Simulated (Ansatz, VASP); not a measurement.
**Two plane-wave programs on Mg4I3**

```
CELL_PARAMETERS angstrom
5.49026 0.00000 0.00000
0.00000 5.49026 0.00000
0.00000 0.00000 5.49026
ATOMIC_POSITIONS crystal
Mg 0.50000 0.50000 0.50000
Mg 0.50000 0.00000 0.00000
Mg 0.00000 0.50000 0.00000
Mg 0.00000 0.00000 0.50000
I 0.50000 0.50000 0.00000
I 0.00000 0.50000 0.50000
I 0.50000 0.00000 0.50000
```

Change from the starting cell: species swapped into the W3N4 type (Pm-3m, No. 221).

Alike in both runs: task single point; functional PBE; k mesh 4 × 4 × 4; occupations gaussian, width 0.1 eV; no spin polarisation.

|  | VASP | Ansatz |
| --- | --- | --- |
| version | VASP 6.6.1 | Ansatz 0.2.0 |
| potentials or method | VASP PAW PBE potentials, release 64 (Mg, I), cutoff 520 eV | scalar-relativistic, plane waves, PAW |
| valence electrons in the cell | 29 | 91 |

|  | VASP | Ansatz | Ansatz less VASP |
| --- | --- | --- | --- |
| gap on the k mesh at the Fermi level (eV) | none | none | - |
| pressure (GPa) | 18.8 | 18.9 | +0.08 |

A gap of «none» marks a metal or a gap that the smearing closes. The functional is the same, so the differences come from potentials, cutoffs and numerics. VASP's potentials hold 29 valence electrons a cell and Ansatz's 91, so a difference there can come from the potentials and not from the codes.

Neither program's run includes spin-orbit coupling.
